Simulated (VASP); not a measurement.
Input of a VASP 6.6.1 run:

File INCAR:

```
SYSTEM = W
  PREC = Accurate
  ENCUT = 520
  EDIFF = 1E-6
  ISMEAR = -1
  SIGMA = 0.1
  LREAL = .FALSE.
  LASPH = .TRUE.
  NELM = 60
  ALGO = Normal
  ISIF = 2
  LWAVE = .FALSE.
  LCHARG = .TRUE.
  GGA = RE
  LELF = .TRUE.
  LVHAR = .TRUE.
  NBANDS = 13
```

Contents of KPOINTS:

```
Automatic mesh
0
G
  13 13 13
  0 0 0
```

The input POSCAR:

```
W
1.0
    2.7484653566      0.0000000000      0.0000000000
    0.0000000000      2.7484653566      0.0000000000
    0.0000000000      0.0000000000      2.7484653566
W
1
Direct
    0.0000000000      0.0000000000      0.0000000000
```

Potentials or basis: VASP PAW PBE potentials, release 64 (W_sv).

Command:

```sh
$ cat potpaw_PBE.64/W_sv/POTCAR > POTCAR
$ mpirun -np 1 vasp_std > vasp.out
```

Task: Predict the band gap on the k mesh.

Result: Zero (band 7 reaches 9.50 eV, above the bottom of band 8 at 7.37 eV).

Task: What does it give for the pressure?

Result: -18.6 GPa.

Caveat: the PAW data sets were made with another functional, which shifts forces and pressure a little; spin-orbit coupling is left out, which moves the levels of the heavy elements.
